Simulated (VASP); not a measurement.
# Tc (Fm-3m) in VASP: further runs

The runs below take Tc through single point, with PBEsol.

All numbers are computed with VASP 6.6.1; they aren't measurements. Logs are shortened: lines on timing, memory, paths and dates and some standing lists are left out, and cuts for length are marked.

### 1 The cell of the first run

The structure is cubic, space group Fm-3m (No. 225). Conventional cell: a = 3.660 Å, b = 3.660 Å, c = 3.660 Å, α = 90.00°, β = 90.00°, γ = 90.00°. Within 3.4 Å of Tc (site symmetry m-3m) lie 12 Tc at 2.59 Å.

This isn't the form of Tc at room conditions, which is hcp.

### 2 Single point, PBEsol

Input file INCAR:

```
SYSTEM = Tc
  PREC = Accurate
  ENCUT = 500
  EDIFF = 1E-6
  ISMEAR = -1
  SIGMA = 0.05
  LREAL = .FALSE.
  LASPH = .TRUE.
  NELM = 120
  ALGO = Normal
  ISIF = 2
  LWAVE = .FALSE.
  LCHARG = .FALSE.
  GGA = PS
  NBANDS = 12
  GGA_COMPAT = .FALSE.
```

Input file KPOINTS:

```
regular mesh
0
G
  10 10 10
  0 0 0
```

Input file POSCAR:

```
Tc
1.0
    0.0000000000      1.8300900889      1.8300900889
    1.8300900889      0.0000000000      1.8300900889
    1.8300900889      1.8300900889      0.0000000000
Tc
1
Direct
    0.0000000000      0.0000000000      0.0000000000
```

Potentials or basis: VASP PAW PBE potentials, release 64 (Tc_pv).

Run with:

```
$ cat potpaw_PBE.64/Tc_pv/POTCAR > POTCAR
$ mpirun -np 1 vasp_std > vasp.out
```

OUTCAR:

```text
SYSTEM = Tc
   PREC = Accurate
   ENCUT = 500
   EDIFF = 1E-6
   ISMEAR = -1
   LREAL = .FALSE.
   LASPH = .TRUE.
   NELM = 120
   ISIF = 2
   GGA = PS

 ion  position               nearest neighbor table
   1  0.000  0.000  0.000-

  LATTYP: Found a face centered cubic cell.
 ALAT       =     3.6601801778

  Lattice vectors:

 A1 = (   0.0000000000,   1.8300900889,   1.8300900889)
 A2 = (   1.8300900889,   0.0000000000,   1.8300900889)
 A3 = (   1.8300900889,   1.8300900889,   0.0000000000)

Analysis of symmetry for initial positions (statically):
=====================================================================
 Subroutine PRICEL returns:
 Original cell was already a primitive cell.

 Routine SETGRP: Setting up the symmetry group for a
 face centered cubic supercell.

 Subroutine GETGRP returns: Found 48 space group operations
 (whereof 48 operations were pure point group operations)
 out of a pool of 48 trial point group operations.

The static configuration has the point symmetry O_h .

Analysis of symmetry for dynamics (positions and initial velocities):
=====================================================================
 Subroutine PRICEL returns:
 Original cell was already a primitive cell.

 Routine SETGRP: Setting up the symmetry group for a
 face centered cubic supercell.

 Subroutine GETGRP returns: Found 48 space group operations
 (whereof 48 operations were pure point group operations)
 out of a pool of 48 trial point group operations.

The dynamic configuration has the point symmetry O_h .

 Subroutine INISYM returns: Found 48 space group operations
 (whereof 48 operations are pure point group operations),
 and found     1 'primitive' translations

----------------------------------------------------------------------------------------

                                     Primitive cell

  volume of cell :      12.2588

  direct lattice vectors                    reciprocal lattice vectors
     0.000000000  1.830090089  1.830090089    -0.273210594  0.273210594  0.273210594
     1.830090089  0.000000000  1.830090089     0.273210594 -0.273210594  0.273210594
     1.830090089  1.830090089  0.000000000     0.273210594  0.273210594 -0.273210594

  length of vectors
     2.588138224  2.588138224  2.588138224     0.473214630  0.473214630  0.473214630

  position of ions in fractional coordinates (direct lattice)
     0.000000000  0.000000000  0.000000000

  ion indices of the primitive-cell ions
   primitive index   ion index
                 1           1
[... 73 lines left out ...]
   LREAL  =      F    real-space projection
   EDIFFG = 0.1E-04   stopping-criterion for IOM
   NSW    =      0    number of steps for IOM
   IBRION =     -1    ionic relax: 0-MD 1-quasi-New 2-CG
   NFREE  =      0    steps in history (QN), initial steepest desc. (CG)
   ISIF   =      2    stress and relaxation
   ISYM   =      2    0-nonsym 1-usesym 2-fastsym
   POTIM  = 0.5000    time-step for ionic-motion
   TEBEG  =    0.0;   TEEND  =   0.0 temperature during run
   PSTRESS=    0.0 pullay stress
   NELECT =      13.0000    total number of electrons
   NUPDOWN=      -1.0000    fix difference up-down
   EMIN   =  10.00;   EMAX   =-10.00  energy-range for DOS
   EFERMI =   0.00;   METHOD = LEGACY
   ISMEAR =    -1;   SIGMA  =   0.05  broadening in eV -4-tet -1-fermi 0-gaus
   EFERMI_NEDOS =   21; number of points for ismear=-14 and -15
   IALGO  =     38    algorithm
   IMIX   =      4    mixing-type and parameters
     AMIX     =   0.40;   BMIX     =  1.00
     AMIX_MAG =   1.60;   BMIX_MAG =  1.00
  volume/ion in A,a.u.               =      12.26        82.73
  Fermi-wavevector in a.u.,A,eV,Ry     =   1.669450  3.154804 37.920310  2.787064
  Thomas-Fermi vector in A             =   2.755121
   LORBIT       =      0    0 simple, 1 ext, 2 COOP (PROOUT), +10 PAW based schemes
   GGA     = PS    functional components
   LHFCALC =     F    Hartree Fock is set to
   AEXX    =    0.0000 exact exchange contribution
   IVDW    =     0    specifies the selected vdW correction
   LEPSILON=     F    determine dielectric tensor
   LRPA    =     F    only Hartree local field effects (RPA)
 non-spin polarized calculation
  energy-cutoff  :      500.00
  volume of cell :       12.26
 maximum number of plane-waves:       331
   NGX =  9   NGY =  9   NGZ =  9

 number of electron      12.9999996 magnetization

 Free energy of the ion-electron system (eV)
  ---------------------------------------------------
  ext. energy  EPLUGINS =         0.00000000
  ---------------------------------------------------
  free energy    TOTEN  =       -10.88010588 eV

  energy without entropy =      -10.86483402  energy(sigma->0) =      -10.87246995

 E-fermi :  15.5692     XC(G=0): -14.8702

 val. band max:       15.5518303910   @ k =   0.3000   0.2000   0.1000
 cond. band min:      15.5766670418   @ k =   0.4000   0.3000   0.0000
 fundamental gap:      0.0248366508
 Fermi energy:        15.5692061697

 k-point     1 :       0.0000    0.0000    0.0000
  band No.  band energies     occupation
      1     -22.4335      2.00000
      2     -22.4335      2.00000
      3     -22.4335      2.00000
      4       7.3851      2.00000
      5      13.2968      2.00000
      6      13.2968      2.00000
      7      13.2968      2.00000
      8      16.6317      0.00000
      9      16.6317      0.00000
     10      29.4149      0.00000
     11      35.8742      0.00000
     12      35.8742      0.00000
[... 331 lines left out ...]
 k-point    24 :       0.4000    0.3000    0.0000
  band No.  band energies     occupation
      1     -24.0398      2.00000
      2     -23.0803      2.00000
      3     -23.0089      2.00000
      4       9.3819      2.00000
      5       9.8810      2.00000
      6      15.5767      0.92553
      7      17.0002      0.00000
      8      19.0906      0.00000
      9      19.4803      0.00000
     10      32.1002      0.00000
     11      33.7315      0.00000
     12      34.6374      0.00000

 [... further k-points ...]
[... 5 lines left out ...]
  --------------------------------------------------------------------------------------
  -------------------------------------------------------------------------------------
  Total        4.5325591      4.5325591      4.5325591      0.0000000      0.0000000      0.0000000
  in kB      592.3885501    592.3885501    592.3885501      0.0000000      0.0000000      0.0000000
  external PRESSURE =     592.3885501 kB  Pullay stress =       0.0000000 kB

 VOLUME and BASIS-vectors are now :
 -----------------------------------------------------------------------------
  energy-cutoff  :      500.00
  volume of cell :       12.26
      direct lattice vectors                 reciprocal lattice vectors
     0.000000000  1.830090089  1.830090089    -0.273210594  0.273210594  0.273210594
     1.830090089  0.000000000  1.830090089     0.273210594 -0.273210594  0.273210594
     1.830090089  1.830090089  0.000000000     0.273210594  0.273210594 -0.273210594

 POSITION                                       TOTAL-FORCE (eV/Angst)
 -----------------------------------------------------------------------------------
      0.00000      0.00000      0.00000        -0.000000     -0.000000     -0.000000
 -----------------------------------------------------------------------------------
    total drift:                                0.000000      0.000000      0.000000

  FREE ENERGIE OF THE ION-ELECTRON SYSTEM (eV)
  ---------------------------------------------------
  free  energy   TOTEN  =       -10.8801058795 eV

  energy  without entropy=      -10.8648340196  energy(sigma->0) =      -10.87246995
```

OSZICAR:

```text
N       E                     dE             d eps       ncg     rms          rms(c)
DAV:   1     0.111881321466E+03    0.11188E+03   -0.76602E+03  1128   0.103E+03
DAV:   2    -0.101165213028E+02   -0.12200E+03   -0.11873E+03  1220   0.315E+02
DAV:   3    -0.116215477326E+02   -0.15050E+01   -0.15009E+01  1244   0.404E+01
DAV:   4    -0.116268968619E+02   -0.53491E-02   -0.53488E-02  1232   0.262E+00
DAV:   5    -0.116269335035E+02   -0.36642E-04   -0.36639E-04  1268   0.205E-01    0.231E+01
DAV:   6    -0.109907238532E+02    0.63621E+00   -0.70996E-01  1176   0.117E+01    0.877E+00
DAV:   7    -0.108861925255E+02    0.10453E+00   -0.16698E-01  1204   0.552E+00    0.113E+00
DAV:   8    -0.108801213381E+02    0.60712E-02   -0.94907E-03  1160   0.126E+00    0.284E-01
DAV:   9    -0.108801053424E+02    0.15996E-04   -0.18199E-04  1264   0.189E-01    0.356E-02
DAV:  10    -0.108801058795E+02   -0.53704E-06   -0.98498E-06  1216   0.387E-02
   1 F= -.10880106E+02 E0= -.10872470E+02  d E =-.152719E-01
```

It took 3.9 s on 1 thread of Intel Xeon Platinum 8488C (Sapphire Rapids), shared host; peak memory 0.12 GiB.

What came out:

| Item | Value |
| --- | --- |
| Free energy | -10.8801 eV |
| Pressure | 59.2 GPa |
| Band gap on the k mesh | zero (an odd number of electrons rules out a gap without spin polarisation) |

Levels at points of the mesh, in eV from the Fermi level:
```
           k point  band 5  band 6  band 7  band 8  band 9  band 10
(0.00, 0.00, 0.00)   -2.27   -2.27   -2.27    1.06    1.06    13.85
(0.50, 0.00, 0.00)   -2.51   -2.51    1.74    3.68    3.68    13.31
(0.50, 0.50, 0.00)   -6.66    3.62    4.44    4.44    4.83    14.32
```

Caveat: the cell stands under pressure; the PAW data sets were made with another functional, which shifts forces and pressure a little.

### 3 Single point, PBEsol

This run uses another cell than the first one, of 13.34 Å³/atom.

Input file INCAR:

```
SYSTEM = Tc
PREC     = Accurate       ! precision mode
ENCUT    = 500            ! plane-wave cutoff, eV
EDIFF    = 1E-6           ! SCF threshold, eV
ISMEAR   = -1             ! smearing method
SIGMA    = 0.05           ! smearing width, eV
LREAL    = .False.        ! projectors in reciprocal space
LASPH    = .True.         ! aspherical terms in the spheres
NELM     = 120            ! most SCF steps
ALGO     = Normal         ! electronic algorithm
ISIF     = 2              ! what is computed and relaxed
LWAVE    = .False.        ! write WAVECAR
LCHARG   = .False.        ! write CHGCAR
GGA      = PS             ! functional
NBANDS   = 12             ! bands
GGA_COMPAT= .False.
```

Input file KPOINTS:

```
regular mesh
0
Gamma
  10 10 10
  0 0 0
```

Input file POSCAR:

```
Tc
1.0
    0.0000000000      1.8825331343      1.8825331343
    1.8825331343      0.0000000000      1.8825331343
    1.8825331343      1.8825331343      0.0000000000
Tc
1
Direct
    0.0000000000      0.0000000000      0.0000000000
```

Potentials or basis: VASP PAW PBE potentials, release 64 (Tc_pv).

Run with:

```
$ cat potpaw_PBE.64/Tc_pv/POTCAR > POTCAR
$ mpirun -np 1 vasp_std > vasp.out
```

OUTCAR:

```text
SYSTEM = Tc
   PREC = Accurate
   ENCUT = 500
   EDIFF = 1E-6
   ISMEAR = -1
   LREAL = .False.
   LASPH = .True.
   NELM = 120
   ISIF = 2
   GGA = PS

 ion  position               nearest neighbor table
   1  0.000  0.000  0.000-

  LATTYP: Found a face centered cubic cell.
 ALAT       =     3.7650662686

  Lattice vectors:

 A1 = (   0.0000000000,   1.8825331343,   1.8825331343)
 A2 = (   1.8825331343,   0.0000000000,   1.8825331343)
 A3 = (   1.8825331343,   1.8825331343,   0.0000000000)

Analysis of symmetry for initial positions (statically):
=====================================================================
 Subroutine PRICEL returns:
 Original cell was already a primitive cell.

 Routine SETGRP: Setting up the symmetry group for a
 face centered cubic supercell.

 Subroutine GETGRP returns: Found 48 space group operations
 (whereof 48 operations were pure point group operations)
 out of a pool of 48 trial point group operations.

The static configuration has the point symmetry O_h .

Analysis of symmetry for dynamics (positions and initial velocities):
=====================================================================
 Subroutine PRICEL returns:
 Original cell was already a primitive cell.

 Routine SETGRP: Setting up the symmetry group for a
 face centered cubic supercell.

 Subroutine GETGRP returns: Found 48 space group operations
 (whereof 48 operations were pure point group operations)
 out of a pool of 48 trial point group operations.

The dynamic configuration has the point symmetry O_h .

 Subroutine INISYM returns: Found 48 space group operations
 (whereof 48 operations are pure point group operations),
 and found     1 'primitive' translations

----------------------------------------------------------------------------------------

                                     Primitive cell

  volume of cell :      13.3431

  direct lattice vectors                    reciprocal lattice vectors
[... 105 lines left out ...]
     AMIX_MAG =   1.60;   BMIX_MAG =  1.00
  volume/ion in A,a.u.               =      13.34        90.04
  Fermi-wavevector in a.u.,A,eV,Ry     =   1.622943  3.066918 35.836992  2.633945
  Thomas-Fermi vector in A             =   2.716474
   LORBIT       =      0    0 simple, 1 ext, 2 COOP (PROOUT), +10 PAW based schemes
   GGA     = PS    functional components
   LHFCALC =     F    Hartree Fock is set to
   AEXX    =    0.0000 exact exchange contribution
   IVDW    =     0    specifies the selected vdW correction
   LEPSILON=     F    determine dielectric tensor
   LRPA    =     F    only Hartree local field effects (RPA)
 non-spin polarized calculation
  energy-cutoff  :      500.00
  volume of cell :       13.34
 maximum number of plane-waves:       345
   NGX =  9   NGY =  9   NGZ =  9

 number of electron      13.0000003 magnetization

 Free energy of the ion-electron system (eV)
  ---------------------------------------------------
  ext. energy  EPLUGINS =         0.00000000
  ---------------------------------------------------
  free energy    TOTEN  =       -11.13867609 eV

  energy without entropy =      -11.12335222  energy(sigma->0) =      -11.13101415

 E-fermi :  13.9096     XC(G=0): -14.3600

 val. band max:       13.8675021393   @ k =   0.3000   0.3000   0.0000
 cond. band min:      13.9278706793   @ k =   0.3000   0.2000   0.1000
 fundamental gap:      0.0603685400
 Fermi energy:        13.9095500474

 k-point     1 :       0.0000    0.0000    0.0000
  band No.  band energies     occupation
      1     -24.2243      2.00000
      2     -24.2243      2.00000
      3     -24.2243      2.00000
      4       6.0878      2.00000
      5      11.9463      2.00000
      6      11.9463      2.00000
      7      11.9463      2.00000
      8      14.8782      0.00000
      9      14.8782      0.00000
     10      27.9174      0.00000
     11      33.8798      0.00000
     12      33.8798      0.00000
[... 331 lines left out ...]
 k-point    24 :       0.4000    0.3000    0.0000
  band No.  band energies     occupation
      1     -25.4547      2.00000
      2     -24.7209      2.00000
      3     -24.6673      2.00000
      4       8.3700      2.00000
      5       8.8880      2.00000
      6      13.8297      1.66337
      7      15.2236      0.00000
      8      17.0370      0.00000
      9      17.3722      0.00000
     10      29.4684      0.00000
     11      31.0620      0.00000
     12      31.9185      0.00000

 [... further k-points ...]
[... 5 lines left out ...]
  --------------------------------------------------------------------------------------
  -------------------------------------------------------------------------------------
  Total        1.5934020      1.5934020      1.5934020      0.0000000      0.0000000      0.0000000
  in kB      191.3277869    191.3277869    191.3277869      0.0000000      0.0000000      0.0000000
  external PRESSURE =     191.3277869 kB  Pullay stress =       0.0000000 kB

 VOLUME and BASIS-vectors are now :
 -----------------------------------------------------------------------------
  energy-cutoff  :      500.00
  volume of cell :       13.34
      direct lattice vectors                 reciprocal lattice vectors
     0.000000000  1.882533134  1.882533134    -0.265599575  0.265599575  0.265599575
     1.882533134  0.000000000  1.882533134     0.265599575 -0.265599575  0.265599575
     1.882533134  1.882533134  0.000000000     0.265599575  0.265599575 -0.265599575

 POSITION                                       TOTAL-FORCE (eV/Angst)
 -----------------------------------------------------------------------------------
      0.00000      0.00000      0.00000        -0.000000     -0.000000     -0.000000
 -----------------------------------------------------------------------------------
    total drift:                                0.000000     -0.000000      0.000000

  FREE ENERGIE OF THE ION-ELECTRON SYSTEM (eV)
  ---------------------------------------------------
  free  energy   TOTEN  =       -11.1386760900 eV

  energy  without entropy=      -11.1233522181  energy(sigma->0) =      -11.13101415
```

Run time: 4.4 s. Hardware: 1 thread of Intel Xeon Platinum 8488C (Sapphire Rapids), shared host; peak memory 0.12 GiB.

Results:

| Item | Value |
| --- | --- |
| Free energy | -11.1387 eV |
| Pressure | 19.1 GPa |
| Band gap on the k mesh | zero (an odd number of electrons rules out a gap without spin polarisation) |

Levels at points of the mesh, in eV from the Fermi level:
| k point | band 5 | band 6 | band 7 | band 8 | band 9 | band 10 |
| --- | --- | --- | --- | --- | --- | --- |
| (0.00, 0.00, 0.00) | -1.96 | -1.96 | -1.96 | 0.97 | 0.97 | 14.01 |
| (0.50, 0.00, 0.00) | -2.17 | -2.17 | 1.47 | 3.27 | 3.27 | 11.94 |
| (0.50, 0.50, 0.00) | -5.88 | 3.21 | 3.93 | 3.93 | 4.30 | 13.65 |

Caveat: the cell stands under pressure; the PAW data sets were made with another functional, which shifts forces and pressure a little.

### 4 Single point, PBEsol

This run uses another cell than the first one, of 12.75 Å³/atom.

Input file INCAR:

```
PREC     = Accurate       # precision mode
ENCUT    = 500            # plane-wave cutoff, eV
EDIFF    = 1E-6           # SCF threshold, eV
ISMEAR   = -1             # smearing method
SIGMA    = 0.05           # smearing width, eV
LREAL    = False          # projectors in reciprocal space
LASPH    = True           # aspherical terms in the spheres
NELM     = 120            # most SCF steps
ALGO     = Normal         # electronic algorithm
ISIF     = 2              # what is computed and relaxed
LWAVE    = False          # write WAVECAR
LCHARG   = False          # write CHGCAR
GGA      = PS             # functional
NBANDS   = 12             # bands
GGA_COMPAT= False
```

Input file KPOINTS:

```
Automatic mesh
0
Gamma
  10 10 10
```

Input file POSCAR:

```
Tc
1.0
    0.0000000000      1.8541194678      1.8541194678
    1.8541194678      0.0000000000      1.8541194678
    1.8541194678      1.8541194678      0.0000000000
Tc
1
Direct
    0.0000000000      0.0000000000      0.0000000000
```

Run with:

```
$ cat potpaw_PBE.64/Tc_pv/POTCAR > POTCAR
$ mpirun -np 1 vasp_std > vasp.out
```

Run time: 4.3 s. Hardware: 1 thread of Intel Xeon Platinum 8488C (Sapphire Rapids), shared host; peak memory 0.12 GiB.

It converged, with:

- Free energy: -11.0305 eV
- Pressure: 39.2 GPa
- Band gap on the k mesh: zero (an odd number of electrons rules out a gap without spin polarisation)

Levels at points of the mesh, in eV from the Fermi level:
```csv
k point,band 3,band 4,band 5,band 6,band 7,band 8,band 9,band 10,band 11,band 12
"(0.00, 0.00, 0.00)",-38.06,-8.02,-2.12,-2.12,-2.12,1.02,1.02,13.93,20.16,20.16
"(0.50, 0.00, 0.00)",-38.30,-6.34,-2.35,-2.35,1.61,3.49,3.49,12.66,13.65,21.35
"(0.50, 0.50, 0.00)",-38.72,-6.97,-6.29,3.43,4.20,4.20,4.57,14.00,14.00,16.44
```

Caveat: the cell stands under pressure; the PAW data sets were made with another functional, which shifts forces and pressure a little.

### 5 Overview

| cell | gap on the mesh (eV) | pressure (GPa) |
| --- | --- | --- |
| a = 2.588 Å, angles 60.0°, 1 atom | none | 59.2 |
| a = 2.662 Å, angles 60.0°, 1 atom | none | 19.1 |
| a = 2.622 Å, angles 60.0°, 1 atom | none | 39.2 |

Alike in all rows: task single point; level PBEsol; potentials or basis VASP PAW PBE potentials, release 64 (Tc_pv); no spin polarisation; k mesh 10 × 10 × 10; cutoff (eV) 500; smearing fermi-dirac 0.05 eV.

Caveats: the cell stands under pressure; the PAW data sets were made with another functional, which shifts forces and pressure a little.

Total energies depend on the potentials used, so only differences within one code and one set of settings carry meaning.
